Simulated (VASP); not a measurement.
Wanted: the native input for a VASP 6.6.1 run.

```
Task                   : single point
Functional             : PBE
Potentials or basis    : VASP PAW PBE potentials, release 64 (Pt, S)
Cutoff                 : 520 eV
k mesh                 : 9 × 9 × 5
Occupations            : fermi-dirac, width 0.05 eV
Spin                   : no spin polarisation
Hubbard terms          : Pt d U = 1.0 eV
Dipole correction      : no
Further INCAR settings : ALGO = Normal; EDIFF = 1e-06; NBANDS = 18
```

The structure of PtS2 lies in POSCAR:

```
PtS2
1.0
    3.5432000000      0.0000000000      0.0000000000
   -1.7716000000      3.0685012107      0.0000000000
    0.0000000000      0.0000000000      5.0388000000
Pt S
1 2
Direct
    0.0000000000      0.0000000000      0.0000000000
    0.6666666667      0.3333333333      0.7730000000
    0.3333333333      0.6666666667      0.2270000000
```

One way to write it, as run:

INCAR

```
  PREC = Accurate
  ENCUT = 520
  EDIFF = 1E-6
  ISMEAR = -1
  SIGMA = 0.05
  LREAL = F
  LASPH = T
  NELM = 150
  ALGO = Normal
  ISIF = 2
  LWAVE = F
  LCHARG = F
  LMAXMIX = 4
  LDAU = T
  LDAUTYPE = 2
  LDAUL = 2 -1
  LDAUU = 1 0
  LDAUJ = 0 0
  LDAUPRINT = 1
  GGA = PE
  NBANDS = 18
```

KPOINTS

```
regular mesh
0
Gamma
  9 9 5
```

Potentials or basis: VASP PAW PBE potentials, release 64 (Pt, S).

The run is started by

```sh
$ cat potpaw_PBE.64/Pt/POTCAR potpaw_PBE.64/S/POTCAR > POTCAR
$ mpirun -np 1 vasp_std > vasp.out
```

Results of the run:

| Item | Value |
| --- | --- |
| Pressure | 10.4 GPa |
| Largest force | 1.161 eV/Å |
| Band gap on the k mesh | 1.03 eV (least direct gap 1.08 eV) |

Caveat: the cell stands under pressure; spin-orbit coupling is left out, which moves the levels of the heavy elements; forces of over 1 eV/Å act on the atoms, so gaps and moduli don't describe the material at rest.

It took 19 s on 1 thread of Intel(R) Xeon(R) 6975P-C (Granite Rapids), on a shared host, peak memory 0.2 GiB.
